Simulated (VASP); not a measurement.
Nb4Si:

```
Nb Si
1.0
     4.41192    0.00000    0.00000
     0.00000    4.41192    0.00000
     0.00000    0.00000    4.41192
Nb Si
4 1
Cartesian
  2.2060 0.0000 0.0000
  0.0000 2.2060 0.0000
  0.0000 0.0000 2.2060
  2.2060 2.2060 2.2060
  0.0000 0.0000 0.0000
```

The cell was generated, and may not be a known phase.

```yaml
Program: VASP 6.6.1
Task: relaxation of cell and atoms
Functional: PBE
Potentials_or_basis: VASP PAW PBE potentials, release 64 (Nb_sv, Si)
Cutoff: 600 eV
k_mesh: 4 × 4 × 4
Occupations: gaussian, width 0.1 eV
Spin: no spin polarisation
```

At the start: pressure 30.8 GPa; volume 17.18 Å³/atom.

Q: Where does the relaxation end?

A: Over 4 steps the energy falls by 252.8 meV/atom and the volume is 20.20 Å³/atom (+17.6 %); space group Pm-3m (No. 221, to 0.1 Å) before and after.

Step by step:
```
step  energy change (eV)  largest force (eV/Å)  pressure (GPa)  volume (Å³)
   1              0.0000                0.0000           30.81        85.88
   2              1.6850                0.0000          -22.32       133.82
   3             -1.2575                0.0000           -1.71       102.06
   4             -1.2641                0.0000           -0.26       101.00
```

Final structure:
```
CELL_PARAMETERS angstrom
4.65706 0.00000 0.00000
0.00000 4.65706 0.00000
0.00000 0.00000 4.65706
ATOMIC_POSITIONS crystal
Nb 0.50000 0.00000 0.00000
Nb 0.00000 0.50000 0.00000
Nb 0.00000 0.00000 0.50000
Nb 0.50000 0.50000 0.50000
Si 0.00000 0.00000 0.00000
```

Caveat: the volume moved by over 15 % at a fixed basis, so the end points are rough.
